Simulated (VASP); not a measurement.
Runs of VASP 6.6.1 on O. The typed cell holds 4 atoms: a = 4.043 Å, b = 4.026 Å, c = 2.988 Å, α = 90.00°, β = 111.60°, γ = 90.00°. 

| level | k mesh | smearing | gap on the mesh (eV) | pressure (GPa) | largest force (eV/Å) |
| --- | --- | --- | --- | --- | --- |
| r2SCAN | 6 × 4 × 6 | gaussian 0.01 eV | 0.99 | 4.8 | 1.45 |
| r2SCAN+D4 | 6 × 4 × 6 | gaussian 0.01 eV | 0.99 | 4.3 | 1.45 |
| r2SCAN | 6 × 4 × 6, shifted | gaussian 0.01 eV | 1.35 | 4.8 | 1.45 |
| r2SCAN+rVV10 | 6 × 4 × 6 | gaussian 0.01 eV | 0.97 | (a) | 1.52 |
| r2SCAN | 6 × 4 × 6 | fermi-dirac 0.05 eV | 0.99 | 4.8 | 1.45 |
| r2SCAN | 3 × 3 × 3 | gaussian 0.01 eV | 1.54 | (b) | 1.45 |

Alike in all rows: task single point; potentials or basis VASP PAW PBE potentials, release 64 (O); no spin polarisation; cell as given; cutoff (eV) 520.

**Question.** Estimate the missing entries.

**Answer.** (a) 3.9; (b) 4.9.

Caveats: some runs use coarse meshes; the standard files for N, O and F lose accuracy on very short bonds; spin is off for a triplet molecule; the PAW data sets were made with another functional, which shifts forces and pressure a little; the stress differs along the axes, from 1 to 11 GPa (at least some runs); the stress differs along the axes, from 0 to 11 GPa (at least some runs); a shifted mesh leaves out Γ, where band edges can lie (at least some runs); the stress differs along the axes, from -0 to 11 GPa (at least some runs).

A k mesh can miss the band edges.
